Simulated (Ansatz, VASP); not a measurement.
# Two plane-wave programs on GaP

INCAR

```
ALGO = Normal ; EDIFF = 1E-6
ENCUT = 500 ; GGA = CA
GGA_COMPAT = F ; ISIF = 2
ISMEAR = 0 ; LASPH = T
LCHARG = T ; LELF = T
LREAL = F ; LVHAR = T
LWAVE = F ; NBANDS = 16
NELM = 120 ; PREC = Accurate
SIGMA = 0.1
```

File KPOINTS:

```
k-points
0
Gamma
  6 6 6
```

Contents of POSCAR:

```
GaP
1.0
    0.0000000000      2.7258124900      2.7258124900
    2.7258124900      0.0000000000      2.7258124900
    2.7258124900      2.7258124900      0.0000000000
Ga P
1 1
Direct
    0.0000000000      0.0000000000      0.0000000000
    0.2500000000      0.2500000000      0.2500000000
```

Input for Ansatz:

```yaml
crystal:
  lattice:
    - [0.0, 2.72581249, 2.72581249]
    - [2.72581249, 0.0, 2.72581249]
    - [2.72581249, 2.72581249, 0.0]
  atoms:
    - { symbol: Ga, position: [0.0, 0.0, 0.0] }
    - { symbol: P, position: [0.25, 0.25, 0.25] }
basis:
  ecutwfc: 420
kpoints:
  mp_grid: { grid: [6, 6, 6] }
hamiltonian:
  xc: lda
  pseudopotentials: { kind: paw }
scf:
  occupations: { method: gaussian, width: 0.1 }
output:
  forces: true
  stress: true
  eigenvalues: true
```

Alike in both runs: task single point; functional LDA; k mesh 6 × 6 × 6; occupations gaussian, width 0.1 eV; no spin polarisation.

|  | VASP | Ansatz |
| --- | --- | --- |
| version | VASP 6.6.1 | Ansatz 0.2.0 |
| potentials or method | VASP PAW LDA potentials, release 64 (Ga_d, P), cutoff 500 eV | scalar-relativistic, plane waves, PAW |
| valence electrons in the cell | 18 | 18 |

Ansatz gave:

```
gap on the k mesh at the Fermi level (eV) : 1.49
least direct gap on the mesh (eV)         : 1.60
pressure (GPa)                            : -2.8
```

Which values does VASP return?

gap on the k mesh at the Fermi level (eV): 1.49; least direct gap on the mesh (eV): 1.63; pressure (GPa): -2.7.

LDA's correlation is that of Perdew and Zunger in VASP and of Perdew and Wang (1992) in Ansatz.
